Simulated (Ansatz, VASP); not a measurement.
One calculation of SnSe, two programs

```
Sn Se
1.0
     0.00000    2.98826    2.98826
     2.98826    0.00000    2.98826
     2.98826    2.98826    0.00000
Sn Se
1 1
Direct
  0.00000 0.00000 0.00000
  0.50000 0.50000 0.50000
```

Alike in both runs: task single point; functional PBE; dispersion D3(BJ); k mesh 10 × 10 × 10; occupations gaussian, width 0.01 eV; no spin polarisation.

|  | VASP | Ansatz |
| --- | --- | --- |
| version | VASP 6.6.1 | Ansatz 0.2.0 |
| potentials or method | VASP PAW PBE potentials, release 64 (Sn_d, Se), cutoff 520 eV | scalar-relativistic, plane waves, PAW |
| valence electrons in the cell | 20 | 30 |

```tsv
	VASP	Ansatz	Ansatz less VASP
gap on the k mesh at the Fermi level (eV)	0.52	0.52	0.000
least direct gap on the mesh (eV)	0.64	0.64	0.000
```

VASP's potentials hold 20 valence electrons a cell and Ansatz's 30, so a difference there can come from the potentials and not from the codes. Ansatz's warnings: optics on partly filled bands.
